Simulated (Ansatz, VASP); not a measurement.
**Two plane-wave programs on Si2Ni**

```xyz
3
Lattice="0.0000 2.7232 2.7232 2.7232 0.0000 2.7232 2.7232 2.7232 0.0000" Properties=species:S:1:pos:R:3 pbc="T T T"
Si    1.3616    1.3616    1.3616
Si    4.0848    4.0848    4.0848
Ni    0.0000    0.0000    0.0000
```

Alike in both runs: task single point; functional PBE; k mesh 14 × 14 × 14; occupations gaussian, width 0.15 eV; no spin polarisation.

```csv
,VASP,Ansatz
version,VASP 6.6.1,Ansatz 0.2.0
potentials or method,"VASP PAW PBE potentials, release 64 (Si, Ni), cutoff 520 eV","scalar-relativistic, plane waves, PAW"
valence electrons in the cell,18,26
```

VASP gave:

| Item | Value |
| --- | --- |
| gap on the k mesh at the Fermi level (eV) | none |
| pressure (GPa) | -0.1 |

Q: Which values does Ansatz return?

A: gap on the k mesh at the Fermi level (eV): none; pressure (GPa): 0.0.

A gap of «none» marks a metal or a gap that the smearing closes. VASP's potentials hold 18 valence electrons a cell and Ansatz's 26, so a difference there can come from the potentials and not from the codes.
